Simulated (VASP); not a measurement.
Wanted: the native input for a VASP 6.6.1 run.

- Task: single point
- Functional: PBE
- Dispersion: D3(BJ)
- Potentials or basis: VASP PAW PBE potentials, release 64 (O, H, C)
- Cutoff: 520 eV
- k mesh: 1 × 1 × 1
- Occupations: fermi-dirac, width 0.02 eV
- Spin: no spin polarisation
- Dipole correction: no
- Further INCAR settings: LREAL = Auto; ALGO = Normal; EDIFF = 1e-06; NBANDS = 38

The structure of H12CO5 lies in POSCAR:

```
H12CO5
1.0
    5.5211310000      0.0000000000      0.0000000000
    0.0000000000      5.5211310000      0.0000000000
    0.0000000000      0.0000000000      5.5211310000
O H C
5 12 1
Direct
    0.4812057530      0.2331587495      0.5798992996
    0.5387483108      0.4300024759      1.0873858997
    0.1739679787      0.5531656467      0.3582961535
    0.8884592668      0.2071314736      0.3206589375
    0.0802190711     -0.0369670635      0.9595497734
    0.4246774800      0.0810703459      0.5345462732
    0.6527466927      0.2203352900      0.5166513890
    0.4923266628      0.4289157421      0.9100309339
    0.7085142519      0.3303308688      1.1212195472
    0.1767210378      0.6655158155      0.2103011140
    0.3177428683      0.4451624133      0.4355991553
    1.0006283133      0.3547642684      0.3162033286
    0.9871347012      0.0692611713      0.3084512938
   -0.2755775945     -0.0139645301      0.9603285993
    0.0759989212      0.1269305148      0.9142691959
   -0.1334328057     -0.1092892018      0.6745175943
   -0.1784960364     -0.3545650339      0.8867748293
   -0.1254271996     -0.1374718332      0.8793488146
```

One way to write it, as run:

INCAR

```
  ALGO = Normal
  EDIFF = 1E-6
  ENCUT = 520
  GGA = PE
  ISIF = 2
  ISMEAR = -1
  IVDW = 12
  LASPH = True
  LCHARG = True
  LELF = True
  LREAL = Auto
  LVHAR = True
  LWAVE = False
  NBANDS = 38
  NELM = 100
  PREC = Accurate
  SIGMA = 0.02
```

KPOINTS

```
k-points
0
Gamma
  1 1 1
```

Potentials or basis: VASP PAW PBE potentials, release 64 (O, H, C).

Command:

```bash
$ cat potpaw_PBE.64/O/POTCAR potpaw_PBE.64/H/POTCAR potpaw_PBE.64/C/POTCAR > POTCAR
$ mpirun -np 1 vasp_gam > vasp.out
```

It gave:

```yaml
Pressure: -0.6 GPa
Largest_force: 5.953 eV/Å
Band_gap_on_the_k_mesh: 4.03 eV
Dispersion_energy_per_atom: -0.038 eV
```

Caveat: the k points lie up to 1.14 Å⁻¹ apart.

It took 41 s on 1 thread of AMD EPYC 7R13 Processor (Zen 3) (shared host), peak memory 0.2 GiB.
